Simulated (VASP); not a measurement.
# Pt (Fmmm) in VASP: a series of runs, part 2 of 2

VASP 6.6.1. Earlier steps stand in the parts before.

### 4 Single point, LDA (normal strain along x +0.1100, normal strain along z +0.0525)

File INCAR:

```
  PREC = Accurate
  ENCUT = 520
  EDIFF = 1E-6
  ISMEAR = 0
  SIGMA = 0.15
  LREAL = False
  LASPH = True
  NELM = 100
  ALGO = Fast
  ISIF = 2
  LWAVE = False
  LCHARG = False
  NBANDS = 11
```

File KPOINTS:

```
regular mesh
0
Gamma
  20 20 20
```

File POSCAR:

```
Pt
1.0
    0.0000000000      1.9468328700      2.0490415957
    2.1609844857      0.0000000000      2.0490415957
    2.1609844857      1.9468328700      0.0000000000
Pt
1
Direct
    0.0000000000      0.0000000000      0.0000000000
```

Potentials or basis: VASP PAW LDA potentials, release 64 (Pt).

Launch:

```console
$ cat potpaw_LDA.64/Pt/POTCAR > POTCAR
$ mpirun -np 1 vasp_std > vasp.out
```

OUTCAR:

```text
PREC = Accurate
   ENCUT = 520
   EDIFF = 1E-6
   ISMEAR = 0
   LREAL = False
   LASPH = True
   NELM = 100
   ISIF = 2

 ion  position               nearest neighbor table
   1  0.000  0.000  0.000-

  LATTYP: Found a face centered orthorhombic cell.
 ALAT       =     3.8936657400
 B/A-ratio  =     1.0525000000
 C/A-ratio  =     1.1100000000

  Lattice vectors:

 A1 = (  -2.1609844857,   0.0000000000,  -2.0490415957)
 A2 = (  -2.1609844857,   1.9468328700,   0.0000000000)
 A3 = (   0.0000000000,   1.9468328700,  -2.0490415957)

Analysis of symmetry for initial positions (statically):
=====================================================================
 Subroutine PRICEL returns:
 Original cell was already a primitive cell.

 Routine SETGRP: Setting up the symmetry group for a
 face centered orthorhombic supercell.

 Subroutine GETGRP returns: Found  8 space group operations
 (whereof  8 operations were pure point group operations)
 out of a pool of  8 trial point group operations.

The static configuration has the point symmetry D_2h.

Analysis of symmetry for dynamics (positions and initial velocities):
=====================================================================
 Subroutine PRICEL returns:
 Original cell was already a primitive cell.

 Routine SETGRP: Setting up the symmetry group for a
 face centered orthorhombic supercell.

 Subroutine GETGRP returns: Found  8 space group operations
 (whereof  8 operations were pure point group operations)
 out of a pool of  8 trial point group operations.

The dynamic configuration has the point symmetry D_2h.

 Subroutine INISYM returns: Found  8 space group operations
 (whereof  8 operations are pure point group operations),
 and found     1 'primitive' translations

----------------------------------------------------------------------------------------

                                     Primitive cell

  volume of cell :      17.2409

  direct lattice vectors                    reciprocal lattice vectors
     0.000000000  1.946832870  2.049041596    -0.231376025  0.256827388  0.244016520
     2.160984486  0.000000000  2.049041596     0.231376025 -0.256827388  0.244016520
     2.160984486  1.946832870  0.000000000     0.231376025  0.256827388 -0.244016520

  length of vectors
     2.826434093  2.977990163  2.908610007     0.423130280  0.423130280  0.423130280

  position of ions in fractional coordinates (direct lattice)
     0.000000000  0.000000000  0.000000000

  ion indices of the primitive-cell ions
   primitive index   ion index
                 1           1

----------------------------------------------------------------------------------------

 KPOINTS: regular mesh

Automatic generation of k-mesh.
 Grid dimensions read from file:
 generate k-points for:   20   20   20

 Generating k-lattice:

  Cartesian coordinates                     Fractional coordinates (reciprocal lattice)
    -0.011568801  0.012841369  0.012200826     0.050000000  0.000000000  0.000000000
     0.011568801 -0.012841369  0.012200826     0.000000000  0.050000000  0.000000000
     0.011568801  0.012841369 -0.012200826     0.000000000  0.000000000  0.050000000

  Length of vectors
     0.021156514  0.021156514  0.021156514

  Shift w.r.t. Gamma in fractional coordinates (k-lattice)
     0.000000000  0.000000000  0.000000000

 Subroutine IBZKPT returns following result:
 ===========================================

 Found   1166 irreducible k-points:

 Following reciprocal coordinates:
            Coordinates               Weight
  0.000000  0.000000  0.000000      1.000000
  0.050000  0.000000 -0.000000      8.000000
  0.100000  0.000000 -0.000000      8.000000
  0.150000  0.000000 -0.000000      8.000000
  0.200000  0.000000 -0.000000      8.000000
  0.250000  0.000000  0.000000      8.000000
[... 16 lines left out ...]
 -0.400000  0.050000 -0.000000      8.000000
 -0.350000  0.050000  0.000000      8.000000
 [... further k-points ...]
   k-points           NKPTS =   1166   k-points in BZ     NKDIM =   1166   number of bands    NBANDS=     11
   number of dos      NEDOS =    301   number of ions     NIONS =      1
   total plane-waves  NPLWV =  13824
   dimension x,y,z NGX =    24 NGY =   24 NGZ =   24
   dimension x,y,z NGXF=    48 NGYF=   48 NGZF=   48
   ions per type =               1
   NGX,Y,Z   is equivalent  to a cutoff of  14.12, 13.40, 13.72 a.u.
   NGXF,Y,Z  is equivalent  to a cutoff of  28.23, 26.80, 27.44 a.u.
 SYSTEM =  unknown system
   PREC   = accura    normal or accurate (medium, high low for compatibility)
   ISTART =      0    job   : 0-new  1-cont  2-samecut
   ICHARG =      2    charge: 1-file 2-atom 10-const
   ISPIN  =      1    spin polarized calculation?
   LNONCOLLINEAR =      F non collinear calculations
   LSORBIT =      F    spin-orbit coupling
   LASPH  =      T    aspherical Exc in radial PAW
   ENCUT  =  520.0 eV  38.22 Ry    6.18 a.u.   5.26  5.54  5.41*2*pi/ulx,y,z
   NELM   =    100;   NELMIN=  2; NELMDL= -5     # of ELM steps
   EDIFF  = 0.1E-05   stopping-criterion for ELM
   LREAL  =      F    real-space projection
   EDIFFG = 0.1E-04   stopping-criterion for IOM
   NSW    =      0    number of steps for IOM
   IBRION =     -1    ionic relax: 0-MD 1-quasi-New 2-CG
   NFREE  =      0    steps in history (QN), initial steepest desc. (CG)
   ISIF   =      2    stress and relaxation
   ISYM   =      2    0-nonsym 1-usesym 2-fastsym
   POTIM  = 0.5000    time-step for ionic-motion
   TEBEG  =    0.0;   TEEND  =   0.0 temperature during run
   PSTRESS=    0.0 pullay stress
   NELECT =      10.0000    total number of electrons
   NUPDOWN=      -1.0000    fix difference up-down
   EMIN   =  10.00;   EMAX   =-10.00  energy-range for DOS
   EFERMI =   0.00;   METHOD = LEGACY
   ISMEAR =     0;   SIGMA  =   0.15  broadening in eV -4-tet -1-fermi 0-gaus
   EFERMI_NEDOS =   21; number of points for ismear=-14 and -15
   IALGO  =     68    algorithm
   IMIX   =      4    mixing-type and parameters
     AMIX     =   0.40;   BMIX     =  1.00
     AMIX_MAG =   1.60;   BMIX_MAG =  1.00
  volume/ion in A,a.u.               =      17.24       116.35
  Fermi-wavevector in a.u.,A,eV,Ry     =   1.365278  2.580002 25.361047  1.863984
  Thomas-Fermi vector in A             =   2.491520
   LORBIT       =      0    0 simple, 1 ext, 2 COOP (PROOUT), +10 PAW based schemes
   GGA     = CA    functional components
   LHFCALC =     F    Hartree Fock is set to
   AEXX    =    0.0000 exact exchange contribution
   IVDW    =     0    specifies the selected vdW correction
   LEPSILON=     F    determine dielectric tensor
   LRPA    =     F    only Hartree local field effects (RPA)
 non-spin polarized calculation
 RMM-DIIS sequential band-by-band and
 Gauss-broadening in eV      SIGMA  =   0.15
  energy-cutoff  :      520.00
  volume of cell :       17.24
 maximum number of plane-waves:       481
 NGX is ok and might be reduce to    24
   NGX = 11   NGY = 11   NGZ = 11

 number of electron      10.0000000 magnetization

 Free energy of the ion-electron system (eV)
  ---------------------------------------------------
  ext. energy  EPLUGINS =         0.00000000
  ---------------------------------------------------
  free energy    TOTEN  =        -7.22564688 eV

  energy without entropy =       -7.20178380  energy(sigma->0) =       -7.21371534

 E-fermi :   8.6808     XC(G=0): -12.9201

 val. band max:        8.6803674070   @ k =  -0.2500   0.3500   0.4000
 cond. band min:       8.6815318136   @ k =  -0.2500   0.2000   0.2000
 fundamental gap:      0.0011644066
 Fermi energy:         8.6808322580

 k-point     1 :       0.0000    0.0000    0.0000
  band No.  band energies     occupation
      1      -0.1162      2.00000
      2       5.1388      2.00000
      3       5.7228      2.00000
      4       6.1761      2.00000
      5       6.8593      2.00000
      6       7.8620      2.00000
      7      23.7385      0.00000
      8      26.8114      0.00000
      9      27.7576      0.00000
     10      28.8459      0.00000
     11      32.9263      0.00000
[... 309 lines left out ...]
 k-point    24 :      -0.3500    0.0500    0.0000
  band No.  band energies     occupation
      1       2.6259      2.00000
      2       5.3360      2.00000
      3       6.2125      2.00000
      4       6.5036      2.00000
      5       8.0667      2.00000
      6       8.6275      1.38478
      7      16.8906      0.00000
      8      23.6410      0.00000
      9      26.6327      0.00000
     10      29.0451      0.00000
     11      32.2917      0.00000

 [... further k-points ...]

------------------------ aborting loop because EDIFF is reached ----------------------------------------

  FORCE on cell =-STRESS in cart. coord.  units (eV):
  Direction    XX          YY          ZZ          XY          YZ          ZX
  --------------------------------------------------------------------------------------
  -------------------------------------------------------------------------------------
  Total       -3.5850507     -3.0190809     -3.1473953      0.0000000      0.0000000      0.0000000
  in kB     -333.1538135   -280.5590275   -292.4831062      0.0000000      0.0000000      0.0000000
  external PRESSURE =    -302.0653157 kB  Pullay stress =       0.0000000 kB

 VOLUME and BASIS-vectors are now :
 -----------------------------------------------------------------------------
  energy-cutoff  :      520.00
  volume of cell :       17.24
      direct lattice vectors                 reciprocal lattice vectors
     0.000000000  1.946832870  2.049041596    -0.231376025  0.256827388  0.244016520
     2.160984486  0.000000000  2.049041596     0.231376025 -0.256827388  0.244016520
     2.160984486  1.946832870  0.000000000     0.231376025  0.256827388 -0.244016520

 POSITION                                       TOTAL-FORCE (eV/Angst)
 -----------------------------------------------------------------------------------
      0.00000      0.00000      0.00000         0.000000     -0.000000      0.000000
 -----------------------------------------------------------------------------------
    total drift:                               -0.000000      0.000000     -0.000000

  FREE ENERGIE OF THE ION-ELECTRON SYSTEM (eV)
  ---------------------------------------------------
  free  energy   TOTEN  =        -7.2256468760 eV

  energy  without entropy=       -7.2017837952  energy(sigma->0) =       -7.21371534
```

Run time: 4.6 min. Hardware: 1 thread of Intel Xeon 8259CL, shared host; peak memory 0.32 GiB.

Results:

- Free energy: -7.2256 eV
- Pressure: -30.2 GPa
- Band gap on the k mesh: zero (bands 5 and 6 overlap by 2.09 eV)

Caveat: the cell differs from its parent crystal (normal strain along x +0.1100, normal strain along z +0.0525); the cell stands under tension; spin-orbit coupling is left out, which moves the levels of the heavy elements.

### 5 Single point, LDA (normal strain along x -0.1100, normal strain along z -0.0700)

File INCAR:

```
PREC     = Accurate       # precision mode
ENCUT    = 520            # plane-wave cutoff, eV
EDIFF    = 1E-6           # SCF threshold, eV
ISMEAR   = 0              # smearing method
SIGMA    = 0.15           # smearing width, eV
LREAL    = F              # projectors in reciprocal space
LASPH    = T              # aspherical terms in the spheres
NELM     = 60             # most SCF steps
ALGO     = Fast           # electronic algorithm
ISIF     = 2              # what is computed and relaxed
LWAVE    = F              # write WAVECAR
LCHARG   = F              # write CHGCAR
NBANDS   = 11             # bands
```

KPOINTS is that of step 4.

File POSCAR:

```
Pt
1.0
    0.0000000000      1.9468328700      1.8105545691
    1.7326812543      0.0000000000      1.8105545691
    1.7326812543      1.9468328700      0.0000000000
Pt
1
Direct
    0.0000000000      0.0000000000      0.0000000000
```

Potentials or basis: VASP PAW LDA potentials, release 64 (Pt).

Launch:

```console
$ cat potpaw_LDA.64/Pt/POTCAR > POTCAR
$ mpirun -np 1 vasp_std > vasp.out
```

OUTCAR:

```text
PREC = Accurate
   ENCUT = 520
   EDIFF = 1E-6
   ISMEAR = 0
   LREAL = F
   LASPH = T
   NELM = 60
   ISIF = 2

 ion  position               nearest neighbor table
   1  0.000  0.000  0.000-

  LATTYP: Found a face centered orthorhombic cell.
 ALAT       =     3.4653625086
 B/A-ratio  =     1.0449438202
 C/A-ratio  =     1.1235955056

  Lattice vectors:

 A1 = (   0.0000000000,   1.9468328700,  -1.8105545691)
[... 518 lines left out ...]
     10      39.1799      0.00000
     11      43.1736      0.00000

 [... further k-points ...]

------------------------ aborting loop because EDIFF is reached ----------------------------------------

  FORCE on cell =-STRESS in cart. coord.  units (eV):
  Direction    XX          YY          ZZ          XY          YZ          ZX
  --------------------------------------------------------------------------------------
  -------------------------------------------------------------------------------------
  Total        8.3404811      6.2530066      8.1700871      0.0000000      0.0000000      0.0000000
  in kB     1093.9884119    820.1825175   1071.6385017      0.0000000      0.0000000      0.0000000
  external PRESSURE =     995.2698104 kB  Pullay stress =       0.0000000 kB

 VOLUME and BASIS-vectors are now :
 -----------------------------------------------------------------------------
  energy-cutoff  :      520.00
  volume of cell :       12.21
      direct lattice vectors                 reciprocal lattice vectors
     0.000000000  1.946832870  1.810554569    -0.288570098  0.256827388  0.276158481
     1.732681254  0.000000000  1.810554569     0.288570098 -0.256827388  0.276158481
     1.732681254  1.946832870  0.000000000     0.288570098  0.256827388 -0.276158481

 POSITION                                       TOTAL-FORCE (eV/Angst)
 -----------------------------------------------------------------------------------
      0.00000      0.00000      0.00000         0.000000      0.000000      0.000000
 -----------------------------------------------------------------------------------
    total drift:                                0.000000     -0.000000     -0.000000

  FREE ENERGIE OF THE ION-ELECTRON SYSTEM (eV)
  ---------------------------------------------------
  free  energy   TOTEN  =        -6.8037465599 eV

  energy  without entropy=       -6.7900149613  energy(sigma->0) =       -6.79688076
```

stdout:

```text
POSCAR found type information on POSCAR Pt
 POSCAR found :  1 types and       1 ions
 scaLAPACK will be used
 LDA part: xc-table for (Slater(with rela. corr.)+CA(PZ))
 , standard interpolation
 POSCAR, INCAR and KPOINTS ok, starting setup
 FFT: planning ... GRIDC
 FFT: planning ... GRID_SOFT
 FFT: planning ... GRID
 WAVECAR not read
 entering main loop
```

Run time: 1.8 min. Hardware: 1 thread of AMD EPYC 7R13 (Zen 3), shared host; peak memory 0.23 GiB.

What came out:

```yaml
Free_energy: -6.8037 eV
Pressure: 99.5 GPa
Band_gap_on_the_k_mesh: zero (bands 5 and 6 overlap by 3.92 eV)
```

Levels at points of the mesh, in eV from the Fermi level:
```
           k point  band 1  band 2  band 3  band 4  band 5  band 6  band 7  band 8  band 9  band 10
(0.00, 0.00, 0.00)  -12.78   -6.25   -5.01   -4.41   -3.33   -1.30   13.92   17.83   20.17    22.02
(0.50, 0.00, 0.00)   -9.83   -6.18   -4.59   -1.26   -0.23    0.53    7.89   13.23   19.64    21.19
(0.50, 0.50, 0.00)   -9.78   -9.05   -0.16   -0.07    1.64    1.71   11.14   11.97   12.79    23.37
(0.50, 0.00, 0.50)   -9.84   -9.18    0.11    0.25    0.51    0.95    9.66   12.92   13.62    23.93
(0.00, 0.50, 0.50)   -9.73   -9.18    0.01    0.21    1.45    2.78   10.59   11.56   13.30    22.51
```

Caveat: the cell differs from its parent crystal (normal strain along x -0.1100, normal strain along z -0.0700); the cell stands under pressure; spin-orbit coupling is left out, which moves the levels of the heavy elements.

### 6 Single point, LDA (normal strain along x +0.0275, normal strain along z +0.0700)

File INCAR:

```
PREC = Accurate
ENCUT = 520
EDIFF = 1E-6
ISMEAR = 0
SIGMA = 0.15
LREAL = F
LASPH = T
NELM = 80
ALGO = Fast
ISIF = 2
LWAVE = F
LCHARG = F
NBANDS = 11
```

File KPOINTS:

```
Automatic mesh
0
Gamma
  20 20 20
```

File POSCAR:

```
Pt
1.0
    0.0000000000      1.9468328700      2.0831111709
    2.0003707739      0.0000000000      2.0831111709
    2.0003707739      1.9468328700      0.0000000000
Pt
1
Direct
    0.0000000000      0.0000000000      0.0000000000
```

Potentials or basis: VASP PAW LDA potentials, release 64 (Pt).

Launch:

```console
$ cat potpaw_LDA.64/Pt/POTCAR > POTCAR
$ mpirun -np 1 vasp_std > vasp.out
```

It took 2 min on 1 thread of Intel Xeon Platinum 8488C (Sapphire Rapids), shared host; peak memory 0.31 GiB.

Results (log left out):

| Quantity | Value |
| --- | --- |
| Free energy | -7.4009 eV |
| Pressure | -21.6 GPa |
| Band gap on the k mesh | zero (bands 5 and 6 overlap by 2.21 eV) |

Stress tensor (GPa, compression positive):
```
-20.68   0.00   0.00
  0.00 -19.62   0.00
  0.00   0.00 -24.55
```

Levels at points of the mesh, in eV from the Fermi level:
```csv
k point,band 3,band 4,band 5,band 6,band 7,band 8
"(0.00, 0.00, 0.00)",-3.30,-3.02,-1.82,-1.08,14.87,18.55
"(0.50, 0.00, 0.00)",-3.10,-0.17,-0.10,0.18,5.32,14.24
"(0.50, 0.50, 0.00)",0.06,0.30,0.50,1.29,7.25,11.69
"(0.50, 0.00, 0.50)",-0.01,0.25,0.64,2.51,8.89,10.49
"(0.00, 0.50, 0.50)",-0.04,0.13,0.72,2.00,8.25,10.91
```

Caveat: the cell differs from its parent crystal (normal strain along x +0.0275, normal strain along z +0.0700); the cell stands under tension; spin-orbit coupling is left out, which moves the levels of the heavy elements.

### 7 The runs side by side

```csv
cell,gap on the mesh (eV),pressure (GPa)
"a = 2.802, b = 2.916, c = 2.869 Å, angles 57.9, 61.9, 60.2°, 1 atom",none,-24.7
"a = 2.802, b = 2.955, c = 2.909 Å, angles 57.1, 62.3, 60.6°, 1 atom",none,-28.0
"a = 2.826, b = 2.978, c = 2.909 Å, angles 57.4, 62.5, 60.1°, 1 atom",none,-30.2
"a = 2.659, b = 2.506, c = 2.606 Å, angles 62.6, 56.8, 60.5°, 1 atom",none,99.5
"a = 2.851, b = 2.888, c = 2.791 Å, angles 60.2, 61.6, 58.2°, 1 atom",none,-21.6
```

Alike in all rows: task single point; level LDA; potentials or basis VASP PAW LDA potentials, release 64 (Pt); no spin polarisation; k mesh 20 × 20 × 20; cutoff (eV) 520; smearing gaussian 0.15 eV.

Caveats: spin-orbit coupling is left out, which moves the levels of the heavy elements; the cell stands under tension (at least some runs); the cell stands under pressure (at least some runs).

Total energies depend on the potentials used, so only differences within one code and one set of settings carry meaning.
